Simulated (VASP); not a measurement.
# MoS2 (P6_3/mmc) in VASP: relaxation of cell and atoms with r2SCAN+D3(BJ)

Aim: the relaxation of cell and atoms of MoS2 with r2SCAN+D3(BJ).

Everything below comes from runs of VASP 6.6.1. Logs are shortened: lines on timing, memory, paths and dates and some standing lists are left out, and cuts for length are marked.

## (1) The cell of the first run

Symmetry: P6_3/mmc, No. 194, hexagonal system. The conventional cell has a = 3.126 Å, b = 3.126 Å, c = 11.674 Å, α = 90.00°, β = 90.00°, γ = 120.00°. Within 3.2 Å of Mo (site symmetry -6m2) lie 6 S at 2.38 Å and 6 Mo at 3.13 Å. S (site symmetry 3m) has 3 Mo at 2.38 Å and 10 S at 3.11 to 3.27 Å within 3.3 Å.

## (2) Relaxation of cell and atoms, r2SCAN+D3(BJ), target pressure 5.6 GPa, at which the enthalpy is minimised

The input, POSCAR:

```
MoS2
1.0
    3.1258617437      0.0000000000      0.0000000000
   -1.5629308718      2.7070756787      0.0000000000
    0.0000000000      0.0000000000     11.6740501987
Mo S
2 4
Direct
    0.3333333333      0.6666666667      0.2500000000
    0.6666666667      0.3333333333      0.7500000000
    0.3333333333      0.6666666667      0.6166359644
    0.6666666667      0.3333333333      0.1166359644
    0.3333333333      0.6666666667      0.8833640356
    0.6666666667      0.3333333333      0.3833640356
```

The input, INCAR.step1:

```
PREC = Accurate
ENCUT = 600
ISMEAR = 0
SIGMA = 0.1
LREAL = False
LASPH = True
NELM = 100
GGA = PE
ALGO = Normal
EDIFF = 1E-4
LWAVE = True
LCHARG = False
```

The input, INCAR.step2:

```
PREC = Accurate
ENCUT = 600
EDIFF = 1E-7
ISMEAR = 0
SIGMA = 0.1
LREAL = False
LASPH = True
NELM = 100
ALGO = Normal
ISIF = 3
LWAVE = False
LCHARG = False
METAGGA = R2SCAN
LMIXTAU = True
IVDW = 12
VDW_S6 = 1.0
VDW_S8 = 0.78981345
VDW_A1 = 0.49484001
VDW_A2 = 5.73083694
IBRION = 2
NSW = 80
EDIFFG = -0.05
PSTRESS = 56.0
ISTART = 1
```

The input, KPOINTS:

```
Automatic mesh
0
Gamma
  9 9 2
```

Potentials or basis: VASP PAW PBE potentials, release 64 (Mo_sv, S).

The run is started by

```
> cat potpaw_PBE.64/Mo_sv/POTCAR potpaw_PBE.64/S/POTCAR > POTCAR
> cp INCAR.step1 INCAR
> mpirun -np 1 vasp_std > vasp.out
> cp INCAR.step2 INCAR
> mpirun -np 1 vasp_std > vasp.out
```

OUTCAR:

```text
PREC = Accurate
   ENCUT = 600
   EDIFF = 1E-7
   ISMEAR = 0
   LREAL = False
   LASPH = True
   NELM = 100
   ISIF = 3
   METAGGA = R2SCAN
   IVDW = 12
   IBRION = 2
   NSW = 80
   EDIFFG = -0.05
   PSTRESS = 56.0
   ISTART = 1
 IVDW          = 12

 ion  position               nearest neighbor table
   1  0.333  0.667  0.250-   4 2.38   6 2.38   4 2.38   6 2.38   4 2.38   6 2.38
   2  0.667  0.333  0.750-   3 2.38   5 2.38   3 2.38   5 2.38   3 2.38   5 2.38
   3  0.333  0.667  0.617-   2 2.38   2 2.38   2 2.38
   4  0.667  0.333  0.117-   1 2.38   1 2.38   1 2.38
   5  0.333  0.667  0.883-   2 2.38   2 2.38   2 2.38
   6  0.667  0.333  0.383-   1 2.38   1 2.38   1 2.38

  LATTYP: Found a hexagonal cell.
 ALAT       =     3.1258617437
 C/A-ratio  =     3.7346661996

  Lattice vectors:

 A1 = (   3.1258617437,   0.0000000000,   0.0000000000)
 A2 = (  -1.5629308718,   2.7070756787,   0.0000000000)
 A3 = (   0.0000000000,   0.0000000000,  11.6740501987)

Analysis of symmetry for initial positions (statically):
=====================================================================
 Subroutine PRICEL returns:
 Original cell was already a primitive cell.

 Routine SETGRP: Setting up the symmetry group for a
 hexagonal supercell.

 Subroutine GETGRP returns: Found 24 space group operations
 (whereof 12 operations were pure point group operations)
 out of a pool of 24 trial point group operations.

The static configuration has the point symmetry D_3d.
 The point group associated with its full space group is D_6h.

Analysis of symmetry for dynamics (positions and initial velocities):
=====================================================================
 Subroutine PRICEL returns:
 Original cell was already a primitive cell.

 Routine SETGRP: Setting up the symmetry group for a
 hexagonal supercell.

 Subroutine GETGRP returns: Found 24 space group operations
 (whereof 12 operations were pure point group operations)
 out of a pool of 24 trial point group operations.

The dynamic configuration has the point symmetry D_3d.
 The point group associated with its full space group is D_6h.

 Subroutine INISYM returns: Found 24 space group operations
 (whereof 12 operations are pure point group operations),
 and found     1 'primitive' translations

----------------------------------------------------------------------------------------

                                     Primitive cell

  volume of cell :      98.7852

  direct lattice vectors                    reciprocal lattice vectors
     3.125861744  0.000000000  0.000000000     0.319911782  0.184701153  0.000000000
    -1.562930872  2.707075679  0.000000000     0.000000000  0.369402307  0.000000000
     0.000000000  0.000000000 11.674050199     0.000000000  0.000000000  0.085660074

  length of vectors
     3.125861744  3.125861744 11.674050199     0.369402307  0.369402307  0.085660074

  position of ions in fractional coordinates (direct lattice)
     0.333333333  0.666666667  0.250000000
     0.666666667  0.333333333  0.750000000
     0.333333333  0.666666667  0.616635964
     0.666666667  0.333333333  0.116635964
     0.333333333  0.666666667  0.883364036
     0.666666667  0.333333333  0.383364036

  ion indices of the primitive-cell ions
   primitive index   ion index
                 1           1
                 2           2
                 3           3
                 4           4
                 5           5
                 6           6

----------------------------------------------------------------------------------------

 KPOINTS: Automatic mesh

Automatic generation of k-mesh.
 Grid dimensions read from file:
 generate k-points for:    9    9    2

 Generating k-lattice:

  Cartesian coordinates                     Fractional coordinates (reciprocal lattice)
     0.035545754  0.020522350  0.000000000     0.111111111  0.000000000  0.000000000
     0.000000000  0.041044701  0.000000000     0.000000000  0.111111111  0.000000000
     0.000000000  0.000000000  0.042830037     0.000000000  0.000000000  0.500000000

  Length of vectors
     0.041044701  0.041044701  0.042830037

  Shift w.r.t. Gamma in fractional coordinates (k-lattice)
     0.000000000  0.000000000  0.000000000

 Subroutine IBZKPT returns following result:
 ===========================================

 Found     24 irreducible k-points:

 Following reciprocal coordinates:
            Coordinates               Weight
  0.000000  0.000000  0.000000      1.000000
  0.111111  0.000000  0.000000      6.000000
  0.222222  0.000000  0.000000      6.000000
  0.333333  0.000000  0.000000      6.000000
  0.444444  0.000000  0.000000      6.000000
  0.111111  0.111111  0.000000      6.000000
[... 16 lines left out ...]
  0.333333  0.222222  0.500000     12.000000
  0.333333  0.333333  0.500000      2.000000
   k-points           NKPTS =     24   k-points in BZ     NKDIM =     24   number of bands    NBANDS=     31
   number of dos      NEDOS =    301   number of ions     NIONS =      6
   total plane-waves  NPLWV =  75264
   dimension x,y,z NGX =    28 NGY =   28 NGZ =   96
   dimension x,y,z NGXF=    56 NGYF=   56 NGZF=  192
   ions per type =               2   4
   NGX,Y,Z   is equivalent  to a cutoff of  14.89, 14.89, 13.67 a.u.
   NGXF,Y,Z  is equivalent  to a cutoff of  29.78, 29.78, 27.34 a.u.
 SYSTEM =  unknown system
   PREC   = accura    normal or accurate (medium, high low for compatibility)
   ISTART =      1    job   : 0-new  1-cont  2-samecut
   ICHARG =      0    charge: 1-file 2-atom 10-const
   ISPIN  =      1    spin polarized calculation?
   LNONCOLLINEAR =      F non collinear calculations
   LSORBIT =      F    spin-orbit coupling
   LASPH  =      T    aspherical Exc in radial PAW
   ENCUT  =  600.0 eV  44.10 Ry    6.64 a.u.   6.24  6.24 23.32*2*pi/ulx,y,z
   NELM   =    100;   NELMIN=  2; NELMDL=  0     # of ELM steps
   EDIFF  = 0.1E-06   stopping-criterion for ELM
   LREAL  =      F    real-space projection
   EDIFFG = -.5E-01   stopping-criterion for IOM
   NSW    =     80    number of steps for IOM
   IBRION =      2    ionic relax: 0-MD 1-quasi-New 2-CG
   NFREE  =      1    steps in history (QN), initial steepest desc. (CG)
   ISIF   =      3    stress and relaxation
   ISYM   =      2    0-nonsym 1-usesym 2-fastsym
   POTIM  = 0.5000    time-step for ionic-motion
   TEBEG  =    0.0;   TEEND  =   0.0 temperature during run
   PSTRESS=   56.0 pullay stress
   NELECT =      52.0000    total number of electrons
   NUPDOWN=      -1.0000    fix difference up-down
   EMIN   =  10.00;   EMAX   =-10.00  energy-range for DOS
   EFERMI =   0.00;   METHOD = LEGACY
   ISMEAR =     0;   SIGMA  =   0.10  broadening in eV -4-tet -1-fermi 0-gaus
   EFERMI_NEDOS =   21; number of points for ismear=-14 and -15
   IALGO  =     38    algorithm
   IMIX   =      4    mixing-type and parameters
     AMIX     =   0.40;   BMIX     =  1.00
     AMIX_MAG =   1.60;   BMIX_MAG =  1.00
  volume/ion in A,a.u.               =      16.46       111.11
  Fermi-wavevector in a.u.,A,eV,Ry     =   1.321839  2.497914 23.772909  1.747260
  Thomas-Fermi vector in A             =   2.451564
   LORBIT       =      0    0 simple, 1 ext, 2 COOP (PROOUT), +10 PAW based schemes
   METAGGA = R2SCAN    functional components
   LHFCALC =     F    Hartree Fock is set to
   AEXX    =    0.0000 exact exchange contribution
   IVDW    =    12    specifies the selected vdW correction
   LEPSILON=     F    determine dielectric tensor
   LRPA    =     F    only Hartree local field effects (RPA)
 conjugate gradient relaxation of ions
 non-spin polarized calculation
 Gauss-broadening in eV      SIGMA  =   0.10
  energy-cutoff  :      600.00
  volume of cell :       98.79
 maximum number of plane-waves:      3310
 NGX is ok and might be reduce to    28
   NGX = 13   NGY = 13   NGZ = 47

 number of electron      51.9999998 magnetization

 Free energy of the ion-electron system (eV)
  ---------------------------------------------------
  ext. energy  EPLUGINS =         0.00000000
  ---------------------------------------------------
  free energy    TOTEN  =       -89.80291044 eV

  energy without entropy =      -89.80291044  energy(sigma->0) =      -89.80291044

 E-fermi :   9.0822     XC(G=0): -12.0406

 val. band max:        8.7050828262   @ k =   0.0000   0.0000   0.0000
 cond. band min:       9.4887316916   @ k =   0.2222   0.1111   0.0000
 fundamental gap:      0.7836488654
 Fermi energy:         9.0821802270

 k-point     1 :       0.0000    0.0000    0.0000
  band No.  band energies     occupation
      1     -54.9539      2.00000
      2     -54.9539      2.00000
      3     -28.4131      2.00000
      4     -28.4128      2.00000
      5     -28.1333      2.00000
      6     -28.1333      2.00000
[... 23 lines left out ...]
     30      10.8584      0.00000
     31      10.8892      0.00000

 k-point     2 :       0.1111    0.0000    0.0000
  band No.  band energies     occupation
      1     -54.9477      2.00000
      2     -54.9477      2.00000
      3     -28.4013      2.00000
      4     -28.4010      2.00000
      5     -28.1915      2.00000
      6     -28.1915      2.00000
[... 23 lines left out ...]
     30      10.8051      0.00000
     31      10.8732      0.00000

 k-point     3 :       0.2222    0.0000    0.0000
  band No.  band energies     occupation
      1     -54.9321      2.00000
      2     -54.9321      2.00000
      3     -28.3711      2.00000
      4     -28.3709      2.00000
      5     -28.3366      2.00000
      6     -28.3365      2.00000
[... 23 lines left out ...]
     30      10.7683      0.00000
     31      10.8683      0.00000

 k-point     4 :       0.3333    0.0000    0.0000
  band No.  band energies     occupation
      1     -54.9142      2.00000
      2     -54.9142      2.00000
      3     -28.4979      2.00000
      4     -28.4979      2.00000
      5     -28.3366      2.00000
      6     -28.3364      2.00000
[... 23 lines left out ...]
     30      10.9348      0.00000
     31      11.2743      0.00000

 k-point     5 :       0.4444    0.0000    0.0000
  band No.  band energies     occupation
      1     -54.9025      2.00000
      2     -54.9025      2.00000
      3     -28.6012      2.00000
      4     -28.6012      2.00000
      5     -28.3139      2.00000
      6     -28.3139      2.00000
[... 23 lines left out ...]
     30      11.0589      0.00000
     31      11.6347      0.00000
[... 542 lines left out ...]
     30      10.9567      0.00000
     31      11.8905      0.00000

 k-point    22 :       0.2222    0.2222    0.5000
  band No.  band energies     occupation
      1     -54.9063      2.00000
      2     -54.9063      2.00000
      3     -28.5067      2.00000
      4     -28.5067      2.00000
      5     -28.3213      2.00000
      6     -28.3213      2.00000
[... 23 lines left out ...]
     30      10.7370      0.00000
     31      11.3273      0.00000

 k-point    23 :       0.3333    0.2222    0.5000
  band No.  band energies     occupation
      1     -54.8973      2.00000
      2     -54.8973      2.00000
      3     -28.5439      2.00000
      4     -28.5439      2.00000
      5     -28.3582      2.00000
      6     -28.3582      2.00000
[... 23 lines left out ...]
     30      10.9573      0.00000
     31      11.4708      0.00000

 k-point    24 :       0.3333    0.3333    0.5000
  band No.  band energies     occupation
      1     -54.8942      2.00000
      2     -54.8942      2.00000
      3     -28.4965      2.00000
      4     -28.4965      2.00000
      5     -28.4410      2.00000
      6     -28.4410      2.00000
[... 23 lines left out ...]
     30      10.9021      0.00000
     31      11.7000      0.00000

------------------------ aborting loop because EDIFF is reached ----------------------------------------

 Edisp (eV)   -1.31283

 E8    (eV) :    -0.4104

  FORCE on cell =-STRESS in cart. coord.  units (eV):
  Direction    XX          YY          ZZ          XY          YZ          ZX
  --------------------------------------------------------------------------------------
  -------------------------------------------------------------------------------------
  Total       3.44935     3.44935     3.40686     0.00000     0.00000     0.00000
  in kB      55.94438    55.94438    55.25517     0.00000     0.00000     0.00000
  external pressure =       -0.29 kB  Pullay stress =       56.00 kB

 VOLUME and BASIS-vectors are now :
 -----------------------------------------------------------------------------
  energy-cutoff  :      600.00
  volume of cell :       98.79
      direct lattice vectors                 reciprocal lattice vectors
     3.125861744  0.000000000  0.000000000     0.319911782  0.184701153  0.000000000
    -1.562930872  2.707075679  0.000000000     0.000000000  0.369402307  0.000000000
     0.000000000  0.000000000 11.674050199     0.000000000  0.000000000  0.085660074

 POSITION                                       TOTAL-FORCE (eV/Angst)
 -----------------------------------------------------------------------------------
     -0.00000      1.80472      2.91851         0.000000      0.000000      0.000000
      1.56293      0.90236      8.75554        -0.000000     -0.000000      0.000000
     -0.00000      1.80472      7.19864         0.000000      0.000000      0.023394
      1.56293      0.90236      1.36161        -0.000000     -0.000000      0.023394
     -0.00000      1.80472     10.31244         0.000000      0.000000     -0.023394
      1.56293      0.90236      4.47541        -0.000000     -0.000000     -0.023394
 -----------------------------------------------------------------------------------
    total drift:                                0.000000     -0.000000      0.000000

  FREE ENERGIE OF THE ION-ELECTRON SYSTEM (eV)
  ---------------------------------------------------
  free  energy   TOTEN  =       -91.1157441675 eV

  energy  without entropy=      -91.1157441670  energy(sigma->0) =      -91.11574417

  enthalpy is  TOTEN    =       -87.6629621318 eV   P V=        3.4527820356

 reached required accuracy - stopping structural energy minimisation
```

It took 12 min on 1 thread of Intel Xeon 8259CL, shared host; peak memory 0.33 GiB.

Results:

| Quantity | Value |
| --- | --- |
| Free energy | -91.1157 eV |
| Pressure after relaxing | 5.6 GPa |
| Largest force after relaxing | 0.023 eV/Å |
| Band gap on the k mesh | 0.78 eV (least direct gap 1.85 eV) |
| Dispersion energy per atom | -0.219 eV |

Forces on the atoms (eV/Å):
```
Mo   0.000  0.000  0.000
Mo   0.000  0.000  0.000
S    0.000  0.000  0.023
S    0.000  0.000  0.023
S    0.000  0.000 -0.023
S    0.000  0.000 -0.023
```

Final structure:
```cif
data_structure
_symmetry_space_group_name_H-M 'P 1'
_symmetry_Int_Tables_number 1
_cell_length_a 3.1259
_cell_length_b 3.1259
_cell_length_c 11.6741
_cell_angle_alpha 90.000
_cell_angle_beta 90.000
_cell_angle_gamma 120.000
_cell_volume 98.79
loop_
_atom_site_label
_atom_site_type_symbol
_atom_site_fract_x
_atom_site_fract_y
_atom_site_fract_z
_atom_site_occupancy
Mo1 Mo 0.33333 0.66667 0.25000 1
Mo2 Mo 0.66667 0.33333 0.75000 1
S1 S 0.33333 0.66667 0.61664 1
S2 S 0.66667 0.33333 0.11664 1
S3 S 0.33333 0.66667 0.88336 1
S4 S 0.66667 0.33333 0.38336 1
```

Caveat: the relaxation stopped at its first step, so nothing moved; the cell is relaxed towards a set pressure, so the run minimises the enthalpy, not the energy; the PAW data sets were made with another functional, which shifts forces and pressure a little; the relaxation stopped at a loose force limit of 0.05 eV/Å, so its end isn't a converged minimum. A k mesh can miss the band edges.
